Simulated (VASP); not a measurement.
Rb16H (a cell with a defect), 17 atoms in the cell. The cell holds a defect, 17 atoms: a = 11.180 Å, b = 11.180 Å, c = 11.180 Å, α = 90.00°, β = 90.00°, γ = 90.00°. 

```yaml
Program: VASP 6.6.1
Task: single point
Functional: PBEsol
Potentials_or_basis: VASP PAW PBE potentials, release 64 (Rb_sv, H)
Cutoff: 520 eV
k_mesh: 1 × 1 × 1
Occupations: fermi-dirac, width 0.05 eV
Spin: no spin polarisation
Dipole_correction: no
Further_INCAR_settings: LREAL = Auto; ALGO = Normal; EDIFF = 1e-07; NBANDS = 86
```

Potentials or basis: VASP PAW PBE potentials, release 64 (Rb_sv, H).

Run with:

```bash
$ cat potpaw_PBE.64/Rb_sv/POTCAR potpaw_PBE.64/H/POTCAR > POTCAR
$ mpirun -np 1 vasp_gam > vasp.out
```

Hardware: 1 thread of Intel(R) Xeon(R) 6975P-C (Granite Rapids), on a shared host.

Problem. Estimate the wall time of this run.

Solution. It took 2.8 min on 1 thread of Intel(R) Xeon(R) 6975P-C (Granite Rapids), with other jobs on the host, peak memory 1 GiB. Counts: scf iterations 16, k points 1.
